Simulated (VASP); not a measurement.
# Cu (Fm-3m) in VASP: a series of runs

Runs on Cu. Level: PBE. Tasks: single point, relaxation of cell and atoms.

All numbers are computed with VASP 6.6.1; they aren't measurements. Logs are shortened: lines on timing, memory, paths and dates and some standing lists are left out, and cuts for length are marked.

## (1) The cell of the first run

The structure is cubic, space group Fm-3m (No. 225). The conventional cell has a = 3.225 Å, b = 3.225 Å, c = 3.225 Å, α = 90.00°, β = 90.00°, γ = 90.00°. Within 3.0 Å of Cu (site symmetry m-3m) lie 12 Cu at 2.28 Å.

## (2) Single point, PBE (volume scaled by 0.702, to set the pressure)

The input, INCAR:

```
PREC = Accurate
ENCUT = 520
EDIFF = 1E-6
ISMEAR = -1
SIGMA = 0.05
LREAL = False
LASPH = True
NELM = 60
ALGO = Normal
ISIF = 2
LWAVE = False
LCHARG = False
GGA = PE
NBANDS = 12
```

The input, KPOINTS:

```
regular mesh
0
Gamma
  20 20 20
```

The input, POSCAR:

```
Cu
1.0
    0.0000000000      1.6127176558      1.6127176558
    1.6127176558      0.0000000000      1.6127176558
    1.6127176558      1.6127176558      0.0000000000
Cu
1
Direct
    0.0000000000      0.0000000000      0.0000000000
```

Potentials or basis: VASP PAW PBE potentials, release 64 (Cu).

On the command line:

```bash
cat potpaw_PBE.64/Cu/POTCAR > POTCAR
mpirun -np 1 vasp_std > vasp.out
```

OUTCAR:

```text
PREC = Accurate
   ENCUT = 520
   EDIFF = 1E-6
   ISMEAR = -1
   LREAL = False
   LASPH = True
   NELM = 60
   ISIF = 2
   GGA = PE

 ion  position               nearest neighbor table
   1  0.000  0.000  0.000-

  LATTYP: Found a face centered cubic cell.
 ALAT       =     3.2254353116

  Lattice vectors:

 A1 = (   0.0000000000,   1.6127176558,   1.6127176558)
 A2 = (   1.6127176558,   0.0000000000,   1.6127176558)
 A3 = (   1.6127176558,   1.6127176558,   0.0000000000)

Analysis of symmetry for initial positions (statically):
=====================================================================
 Subroutine PRICEL returns:
 Original cell was already a primitive cell.

 Routine SETGRP: Setting up the symmetry group for a
 face centered cubic supercell.

 Subroutine GETGRP returns: Found 48 space group operations
 (whereof 48 operations were pure point group operations)
 out of a pool of 48 trial point group operations.

The static configuration has the point symmetry O_h .

Analysis of symmetry for dynamics (positions and initial velocities):
=====================================================================
 Subroutine PRICEL returns:
 Original cell was already a primitive cell.

 Routine SETGRP: Setting up the symmetry group for a
 face centered cubic supercell.

 Subroutine GETGRP returns: Found 48 space group operations
 (whereof 48 operations were pure point group operations)
 out of a pool of 48 trial point group operations.

The dynamic configuration has the point symmetry O_h .

 Subroutine INISYM returns: Found 48 space group operations
 (whereof 48 operations are pure point group operations),
 and found     1 'primitive' translations

----------------------------------------------------------------------------------------

                                     Primitive cell

  volume of cell :       8.3889

  direct lattice vectors                    reciprocal lattice vectors
     0.000000000  1.612717656  1.612717656    -0.310035671  0.310035671  0.310035671
     1.612717656  0.000000000  1.612717656     0.310035671 -0.310035671  0.310035671
     1.612717656  1.612717656  0.000000000     0.310035671  0.310035671 -0.310035671

  length of vectors
     2.280727181  2.280727181  2.280727181     0.536997534  0.536997534  0.536997534

  position of ions in fractional coordinates (direct lattice)
     0.000000000  0.000000000  0.000000000

  ion indices of the primitive-cell ions
   primitive index   ion index
                 1           1

----------------------------------------------------------------------------------------

 KPOINTS: regular mesh

Automatic generation of k-mesh.
 Grid dimensions read from file:
 generate k-points for:   20   20   20

 Generating k-lattice:

  Cartesian coordinates                     Fractional coordinates (reciprocal lattice)
    -0.015501784  0.015501784  0.015501784     0.050000000  0.000000000  0.000000000
     0.015501784 -0.015501784  0.015501784     0.000000000  0.050000000  0.000000000
     0.015501784  0.015501784 -0.015501784     0.000000000  0.000000000  0.050000000

  Length of vectors
     0.026849877  0.026849877  0.026849877

  Shift w.r.t. Gamma in fractional coordinates (k-lattice)
     0.000000000  0.000000000  0.000000000

 Subroutine IBZKPT returns following result:
 ===========================================

 Found    256 irreducible k-points:

 Following reciprocal coordinates:
            Coordinates               Weight
  0.000000  0.000000  0.000000      1.000000
  0.050000  0.000000  0.000000      8.000000
  0.100000  0.000000  0.000000      8.000000
  0.150000  0.000000  0.000000      8.000000
  0.200000  0.000000  0.000000      8.000000
  0.250000  0.000000  0.000000      8.000000
[... 16 lines left out ...]
 -0.400000  0.050000  0.000000     24.000000
 -0.350000  0.050000  0.000000     24.000000
 [... further k-points ...]
   k-points           NKPTS =    256   k-points in BZ     NKDIM =    256   number of bands    NBANDS=     12
   number of dos      NEDOS =    301   number of ions     NIONS =      1
   total plane-waves  NPLWV =   5832
   dimension x,y,z NGX =    18 NGY =   18 NGZ =   18
   dimension x,y,z NGXF=    36 NGYF=   36 NGZF=   36
   ions per type =               1
   NGX,Y,Z   is equivalent  to a cutoff of  13.12, 13.12, 13.12 a.u.
   NGXF,Y,Z  is equivalent  to a cutoff of  26.24, 26.24, 26.24 a.u.
 SYSTEM =  unknown system
   PREC   = accura    normal or accurate (medium, high low for compatibility)
   ISTART =      0    job   : 0-new  1-cont  2-samecut
   ICHARG =      2    charge: 1-file 2-atom 10-const
   ISPIN  =      1    spin polarized calculation?
   LNONCOLLINEAR =      F non collinear calculations
   LSORBIT =      F    spin-orbit coupling
   LASPH  =      T    aspherical Exc in radial PAW
   ENCUT  =  520.0 eV  38.22 Ry    6.18 a.u.   4.24  4.24  4.24*2*pi/ulx,y,z
   NELM   =     60;   NELMIN=  2; NELMDL= -5     # of ELM steps
   EDIFF  = 0.1E-05   stopping-criterion for ELM
   LREAL  =      F    real-space projection
   EDIFFG = 0.1E-04   stopping-criterion for IOM
   NSW    =      0    number of steps for IOM
   IBRION =     -1    ionic relax: 0-MD 1-quasi-New 2-CG
   NFREE  =      0    steps in history (QN), initial steepest desc. (CG)
   ISIF   =      2    stress and relaxation
   ISYM   =      2    0-nonsym 1-usesym 2-fastsym
   POTIM  = 0.5000    time-step for ionic-motion
   TEBEG  =    0.0;   TEEND  =   0.0 temperature during run
   PSTRESS=    0.0 pullay stress
   NELECT =      11.0000    total number of electrons
   NUPDOWN=      -1.0000    fix difference up-down
   EMIN   =  10.00;   EMAX   =-10.00  energy-range for DOS
   EFERMI =   0.00;   METHOD = LEGACY
   ISMEAR =    -1;   SIGMA  =   0.05  broadening in eV -4-tet -1-fermi 0-gaus
   EFERMI_NEDOS =   21; number of points for ismear=-14 and -15
   IALGO  =     38    algorithm
   IMIX   =      4    mixing-type and parameters
     AMIX     =   0.40;   BMIX     =  1.00
     AMIX_MAG =   1.60;   BMIX_MAG =  1.00
  volume/ion in A,a.u.               =       8.39        56.61
  Fermi-wavevector in a.u.,A,eV,Ry     =   1.791860  3.386124 43.685068  3.210762
  Thomas-Fermi vector in A             =   2.854341
   LORBIT       =      0    0 simple, 1 ext, 2 COOP (PROOUT), +10 PAW based schemes
   GGA     = PE    functional components
   LHFCALC =     F    Hartree Fock is set to
   AEXX    =    0.0000 exact exchange contribution
   IVDW    =     0    specifies the selected vdW correction
   LEPSILON=     F    determine dielectric tensor
   LRPA    =     F    only Hartree local field effects (RPA)
 non-spin polarized calculation
  energy-cutoff  :      520.00
  volume of cell :        8.39
 maximum number of plane-waves:       244
 NGX is ok and might be reduce to    18
   NGX =  9   NGY =  9   NGZ =  9

 number of electron      11.0000010 magnetization

 Free energy of the ion-electron system (eV)
  ---------------------------------------------------
  ext. energy  EPLUGINS =         0.00000000
  ---------------------------------------------------
  free energy    TOTEN  =        -2.76726512 eV

  energy without entropy =       -2.76531640  energy(sigma->0) =       -2.76629076

 E-fermi :  12.8267     XC(G=0): -14.8427

 val. band max:       12.7583288312   @ k =   0.4500   0.3500   0.0000
 cond. band min:      12.8347597371   @ k =   0.4500   0.4000   0.0000
 fundamental gap:      0.0764309059
 Fermi energy:        12.8266609658

 k-point     1 :       0.0000    0.0000    0.0000
  band No.  band energies     occupation
      1       0.4080      2.00000
      2       8.3534      2.00000
      3       8.3534      2.00000
      4       8.3534      2.00000
      5       9.7500      2.00000
      6       9.7500      2.00000
      7      37.8805      0.00000
      8      43.3714      0.00000
      9      43.3714      0.00000
     10      43.3714      0.00000
     11      46.8380      0.00000
     12      46.8380      0.00000

 k-point     2 :       0.0500    0.0000    0.0000
  band No.  band energies     occupation
      1       0.5254      2.00000
      2       8.3180      2.00000
      3       8.3822      2.00000
      4       8.3822      2.00000
      5       9.7369      2.00000
      6       9.7369      2.00000
      7      37.6480      0.00000
      8      41.7945      0.00000
      9      43.1382      0.00000
     10      43.1382      0.00000
     11      47.1814      0.00000
     12      47.1814      0.00000

 k-point     3 :       0.1000    0.0000    0.0000
  band No.  band energies     occupation
      1       0.8731      2.00000
      2       8.2205      2.00000
      3       8.4594      2.00000
      4       8.4594      2.00000
      5       9.7068      2.00000
      6       9.7068      2.00000
      7      36.4683      0.00000
      8      39.9813      0.00000
      9      42.6365      0.00000
     10      42.6365      0.00000
     11      47.9389      0.00000
     12      47.9606      0.00000
[... 286 lines left out ...]
 k-point    23 :      -0.4000    0.0500    0.0000
  band No.  band energies     occupation
      1       5.1907      2.00000
      2       8.2883      2.00000
      3       8.3718      2.00000
      4       9.2648      2.00000
      5      10.4918      2.00000
      6      11.0519      2.00000
      7      20.3147      0.00000
      8      35.8616      0.00000
      9      39.2069      0.00000
     10      41.0724      0.00000
     11      43.6613      0.00000
     12      45.2983      0.00000

 k-point    24 :      -0.3500    0.0500    0.0000
  band No.  band energies     occupation
      1       4.8811      2.00000
      2       8.3752      2.00000
      3       8.4472      2.00000
      4       8.5475      2.00000
      5      10.2692      2.00000
      6      10.7076      2.00000
      7      22.4020      0.00000
      8      36.0812      0.00000
      9      39.3932      0.00000
     10      42.1135      0.00000
     11      43.6095      0.00000
     12      45.8520      0.00000

 [... further k-points ...]
[... 5 lines left out ...]
  --------------------------------------------------------------------------------------
  -------------------------------------------------------------------------------------
  Total        6.3546600      6.3546600      6.3546600      0.0000000     -0.0000000      0.0000000
  in kB     1213.6623600   1213.6623600   1213.6623600      0.0000000     -0.0000000      0.0000000
  external PRESSURE =    1213.6623600 kB  Pullay stress =       0.0000000 kB

 VOLUME and BASIS-vectors are now :
 -----------------------------------------------------------------------------
  energy-cutoff  :      520.00
  volume of cell :        8.39
      direct lattice vectors                 reciprocal lattice vectors
     0.000000000  1.612717656  1.612717656    -0.310035671  0.310035671  0.310035671
     1.612717656  0.000000000  1.612717656     0.310035671 -0.310035671  0.310035671
     1.612717656  1.612717656  0.000000000     0.310035671  0.310035671 -0.310035671

 POSITION                                       TOTAL-FORCE (eV/Angst)
 -----------------------------------------------------------------------------------
      0.00000      0.00000      0.00000        -0.000000      0.000000      0.000000
 -----------------------------------------------------------------------------------
    total drift:                                0.000000     -0.000000      0.000000

  FREE ENERGIE OF THE ION-ELECTRON SYSTEM (eV)
  ---------------------------------------------------
  free  energy   TOTEN  =        -2.7672651244 eV

  energy  without entropy=       -2.7653164006  energy(sigma->0) =       -2.76629076
```

Wall time 37 s (1 thread of Intel Xeon 8259CL, shared host); peak memory 0.14 GiB.

Results:

- Free energy: -2.7673 eV
- Pressure: 121.4 GPa

Caveat: the cell differs from its parent crystal (volume scaled by 0.702, to set the pressure).

## (3) Single point, PBE

The input, INCAR:

```
SYSTEM = Cu
  PREC = Accurate
  ENCUT = 520
  EDIFF = 1E-6
  ISMEAR = -1
  SIGMA = 0.05
  LREAL = .False.
  LASPH = .True.
  NELM = 100
  ALGO = Normal
  ISIF = 2
  LWAVE = .False.
  LCHARG = .True.
  GGA = PE
  LELF = .True.
  LVHAR = .True.
  NBANDS = 12
```

The input, KPOINTS:

```
regular mesh
0
Gamma
  20 20 20
  0 0 0
```

The input, POSCAR:

```
Cu
1.0
    0.0000000000      1.6131620304      1.6131620304
    1.6131620304      0.0000000000      1.6131620304
    1.6131620304      1.6131620304      0.0000000000
Cu
1
Direct
    0.0000000000      0.0000000000      0.0000000000
```

Potentials or basis: VASP PAW PBE potentials, release 64 (Cu).

On the command line:

```bash
cat potpaw_PBE.64/Cu/POTCAR > POTCAR
mpirun -np 1 vasp_std > vasp.out
```

Wall time 42 s (1 thread of Intel Xeon 8259CL, shared host); peak memory 0.14 GiB.

It converged, with:

- Free energy: -2.7725 eV
- Pressure: 120.8 GPa

Levels at points of the mesh, in eV from the Fermi level:
| k point | band 3 | band 4 | band 5 | band 6 | band 7 | band 8 | band 9 | band 10 |
| --- | --- | --- | --- | --- | --- | --- | --- | --- |
| (0.00, 0.00, 0.00) | -4.47 | -4.47 | -3.07 | -3.07 | 25.05 | 30.53 | 30.53 | 30.53 |
| (0.50, 0.00, 0.00) | -4.54 | -2.23 | -2.12 | -2.12 | 5.74 | 23.39 | 27.77 | 27.77 |
| (0.50, 0.50, 0.00) | -2.15 | -1.87 | -1.87 | 1.15 | 9.72 | 15.87 | 15.87 | 21.44 |

## (4) Single point, PBE

The input, INCAR:

```
PREC = Accurate ; ENCUT = 520
EDIFF = 1E-6 ; ISMEAR = -1
SIGMA = 0.05 ; LREAL = F
LASPH = T ; NELM = 80
ALGO = Normal ; ISIF = 2
LWAVE = F ; LCHARG = F
GGA = PE ; NBANDS = 12
```

The input, KPOINTS:

```
Automatic mesh
0
Gamma
  20 20 20
```

The input, POSCAR:

```
Cu
1.0
    0.0000000000      1.6133826146      1.6133826146
    1.6133826146      0.0000000000      1.6133826146
    1.6133826146      1.6133826146      0.0000000000
Cu
1
Direct
    0.0000000000      0.0000000000      0.0000000000
```

On the command line:

```bash
cat potpaw_PBE.64/Cu/POTCAR > POTCAR
mpirun -np 1 vasp_std > vasp.out
```

It took 44 s on 1 thread of Intel Xeon 8259CL, shared host; peak memory 0.14 GiB.

It converged, with:

```yaml
Free_energy: -2.7751 eV
Pressure: 120.6 GPa
```

Levels at points of the mesh, in eV from the Fermi level:
| k point | band 2 | band 3 | band 4 | band 5 | band 6 | band 7 | band 8 | band 9 | band 10 | band 11 |
| --- | --- | --- | --- | --- | --- | --- | --- | --- | --- | --- |
| (0.00, 0.00, 0.00) | -4.47 | -4.47 | -4.47 | -3.07 | -3.07 | 25.05 | 30.53 | 30.53 | 30.53 | 33.99 |
| (0.50, 0.00, 0.00) | -4.54 | -4.54 | -2.23 | -2.12 | -2.12 | 5.73 | 23.39 | 27.76 | 27.76 | 30.42 |
| (0.50, 0.50, 0.00) | -6.82 | -2.15 | -1.87 | -1.87 | 1.15 | 9.71 | 15.87 | 15.87 | 21.43 | 26.75 |

## (5) Relaxation of cell and atoms, PBE, target pressure 120 GPa, at which the enthalpy is minimised

The input, INCAR:

```
ALGO = Normal
EDIFF = 1E-6
EDIFFG = -0.005
ENCUT = 600
GGA = PE
IBRION = 2
ISIF = 3
ISMEAR = -1
LASPH = T
LCHARG = F
LREAL = F
LWAVE = F
NELM = 60
NSW = 60
PREC = Accurate
PSTRESS = 1200.0
SIGMA = 0.05
```

The input, KPOINTS:

```
k-points
0
Gamma
  20 20 20
```

The input, POSCAR:

```
Cu
1.0
    0.0000000000      1.6127176558      1.6127176558
    1.6127176558      0.0000000000      1.6127176558
    1.6127176558      1.6127176558      0.0000000000
Cu
1
Direct
    0.0000000000      0.0000000000      0.0000000000
```

On the command line:

```bash
cat potpaw_PBE.64/Cu/POTCAR > POTCAR
mpirun -np 1 vasp_std > vasp.out
```

Wall time 70 s (1 thread of Intel Xeon 8259CL, shared host); peak memory 0.15 GiB.

It converged, with:

```
Free energy                                            : -2.7831 eV
Relaxed volume                                         : 8.41 Å³/atom
Relaxed cell                                           : a = 2.283 Å, b = 2.283 Å, c = 2.283 Å, α = 60.00°, β = 60.00°, γ = 60.00°
Space group after relaxing (to 0.05 Å)                 : Fm-3m (No. 225)
Energy change on relaxing (the enthalpy is what falls) : -15.4 meV/atom
Ionic steps                                            : 4
Pressure after relaxing                                : 120.0 GPa
```

Step by step:
```csv
step,energy change (eV),largest force (eV/Å),pressure (GPa),volume (Å³)
1,0.0000,0.0000,121.50,8.39
2,-0.0705,0.0000,114.91,8.48
3,-0.0134,0.0000,120.19,8.41
4,-0.0154,0.0000,119.98,8.41
```

Final structure:
```
CELL_PARAMETERS angstrom
0.00000 1.61403 1.61403
1.61403 0.00000 1.61403
1.61403 1.61403 0.00000
ATOMIC_POSITIONS crystal
Cu 0.00000 0.00000 0.00000
```

Levels at points of the mesh, in eV from the Fermi level:
```tsv
k point	band 3	band 4	band 5	band 6	band 7	band 8	band 9
(0.00, 0.00, 0.00)	-4.46	-4.46	-3.07	-3.07	25.04	30.51	30.51
(0.50, 0.00, 0.00)	-4.53	-2.22	-2.11	-2.11	5.73	23.38	27.74
(0.50, 0.50, 0.00)	-2.14	-1.87	-1.87	1.15	9.70	15.86	15.86
```

Caveat: the cell is relaxed towards a set pressure, so the enthalpy falls and the energy may rise.

## (6) Relaxation of cell and atoms, PBE, target pressure 120 GPa, at which the enthalpy is minimised

The input, INCAR:

```
SYSTEM = Cu
ALGO = Normal
EDIFF = 1E-6
EDIFFG = -0.005
ENCUT = 600
GGA = PE
IBRION = 2
ISIF = 3
ISMEAR = -1
LASPH = .TRUE.
LCHARG = .FALSE.
LREAL = .FALSE.
LWAVE = .FALSE.
NELM = 100
NSW = 32
PREC = Accurate
PSTRESS = 1200.0
SIGMA = 0.05
```

The input, KPOINTS:

```
k-points
0
G
  20 20 20
  0 0 0
```

The input, POSCAR:

```
Cu
1.0
    0.0000000000      1.6131620304      1.6131620304
    1.6131620304      0.0000000000      1.6131620304
    1.6131620304      1.6131620304      0.0000000000
Cu
1
Direct
    0.0000000000      0.0000000000      0.0000000000
```

Potentials or basis: VASP PAW PBE potentials, release 64 (Cu).

On the command line:

```bash
cat potpaw_PBE.64/Cu/POTCAR > POTCAR
mpirun -np 1 vasp_std > vasp.out
```

It took 73 s on 1 thread of Intel Xeon 8259CL, shared host; peak memory 0.14 GiB.

The run converged. Its results:

| Item | Value |
| --- | --- |
| Free energy | -2.7813 eV |
| Relaxed volume | 8.41 Å³/atom |
| Relaxed cell | a = 2.282 Å, b = 2.282 Å, c = 2.282 Å, α = 60.00°, β = 60.00°, γ = 60.00° |
| Space group after relaxing (to 0.05 Å) | Fm-3m (No. 225) |
| Energy change on relaxing (the enthalpy is what falls) | -8.4 meV/atom |
| Ionic steps | 5 |
| Pressure after relaxing | 120.1 GPa |

The path:
```tsv
step	energy change (eV)	largest force (eV/Å)	pressure (GPa)	volume (Å³)
1	0.0000	0.0000	120.97	8.40
2	-0.0460	0.0000	116.68	8.46
3	-0.0086	0.0000	119.89	8.41
4	-0.0077	0.0000	120.33	8.41
5	-0.0084	0.0000	120.06	8.41
```

Final structure:
```yaml
crystal:
  lattice:
    - [0.00000, 1.61387, 1.61387]
    - [1.61387, 0.00000, 1.61387]
    - [1.61387, 1.61387, 0.00000]
  atoms:
    - { symbol: Cu, position: [0.00000, 0.00000, 0.00000] }
```

Levels at points of the mesh, in eV from the Fermi level:
```
           k point  band 3  band 4  band 5  band 6  band 7  band 8  band 9
(0.00, 0.00, 0.00)   -4.46   -4.46   -3.07   -3.07   25.04   30.51   30.51
(0.50, 0.00, 0.00)   -4.54   -2.22   -2.12   -2.12    5.73   23.38   27.74
(0.50, 0.50, 0.00)   -2.14   -1.87   -1.87    1.15    9.71   15.86   15.86
```

Caveat: the cell is relaxed towards a set pressure, so the enthalpy falls and the energy may rise.

## (7) Summary

```csv
task,cell,cutoff (eV),gap on the mesh (eV),pressure (GPa)
single point,"a = 2.281 Å, angles 60.0°, 1 atom",520,none,120.8
single point,"a = 2.282 Å, angles 60.0°, 1 atom",520,none,120.6
relaxation of cell and atoms,"relaxed to 120 GPa from a = 2.281 Å, angles 60.0°, 1 atom",600,none,120.1
```

Alike in all rows: level PBE; potentials or basis VASP PAW PBE potentials, release 64 (Cu); no spin polarisation; k mesh 20 × 20 × 20; smearing fermi-dirac 0.05 eV.

Caveats: the cell is relaxed towards a set pressure, so the enthalpy falls and the energy may rise (some runs).

Absolute energies hang on the potentials; compare differences alone.
